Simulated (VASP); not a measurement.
ZnIr2O4, 14 atoms in the cell. It takes space group Fd-3m (No. 227, cubic). The conventional cell has a = 8.629 Å, b = 8.629 Å, c = 8.629 Å, α = 90.00°, β = 90.00°, γ = 90.00°. Within 2.7 Å of Zn (site symmetry -43m) lie 4 O at 2.03 Å. Within 2.7 Å of Ir (site symmetry -3m) lie 6 O at 2.07 Å. Within 2.8 Å of O (site symmetry 3m) lie 1 Zn at 2.03 Å and 3 Ir at 2.07 Å and 3 O at 2.78 Å. 

| Quantity | Value |
| --- | --- |
| Program | VASP 6.6.1 |
| Task | relaxation of cell and atoms |
| Functional | PBEsol |
| Potentials or basis | VASP PAW PBE potentials, release 64 (Zn, Ir, O) |
| Cutoff | 600 eV |
| k mesh | 6 × 6 × 6 |
| Occupations | gaussian, width 0.03 eV |
| Spin | no spin polarisation |
| Further INCAR settings | ALGO = Normal; EDIFF = 1e-07; IBRION = 2; EDIFFG = -0.005; NSW = 90; ISIF = 3 |

Potentials or basis: VASP PAW PBE potentials, release 64 (Zn, Ir, O).

The run is started by

```sh
$ cat potpaw_PBE.64/Zn/POTCAR potpaw_PBE.64/Ir/POTCAR potpaw_PBE.64/O/POTCAR > POTCAR
$ mpirun -np 4 vasp_std > vasp.out
```

Hardware: 4 MPI ranks on Intel(R) Xeon(R) Platinum 8488C (Sapphire Rapids), with other jobs on the host.

Task: How long does it take, and how much memory?

Result: Run time: 93 s on 4 MPI ranks on Intel(R) Xeon(R) Platinum 8488C (Sapphire Rapids), on a shared host, peak memory 0.46 GiB a rank. Counts: scf iterations 18, k points 16, ion steps 1.
